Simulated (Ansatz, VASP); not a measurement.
**One calculation of Fe, two programs**

```
CELL_PARAMETERS angstrom
-1.41517 1.41517 1.41517
1.41517 -1.41517 1.41517
1.41517 1.41517 -1.41517
ATOMIC_POSITIONS crystal
Fe 0.00000 0.00000 0.00000
```

Alike in both runs: task single point; functional r2SCAN; k mesh 25 × 25 × 25; occupations fermi-dirac, width 0.05 eV; collinear spin.

```csv
,VASP,Ansatz
version,VASP 6.6.1,Ansatz 0.2.0
potentials or method,"VASP PAW PBE potentials, release 64 (Fe), cutoff 520 eV","plane waves (500 eV) with PAW, scalar-relativistic"
valence electrons in the cell,8,16
```

|  | VASP | Ansatz | Ansatz less VASP |
| --- | --- | --- | --- |
| pressure (GPa) | 7.0 | 7.4 | +0.40 |
| net moment per atom (μB) | 2.61 | 2.61 | +0.001 |
| size of the moment on the site where the two differ most (μB) | 2.67 | 2.76 | +0.092 |

VASP's potentials were made for PBE, not for r2SCAN. Site moments also hang on the region over which each program counts them. With one functional, cell and mesh, what is left measures potentials, basis and numerics. VASP's potentials hold 8 valence electrons a cell and Ansatz's 16, so a difference there can come from the potentials and not from the codes. Ansatz's warnings: stability check not made.
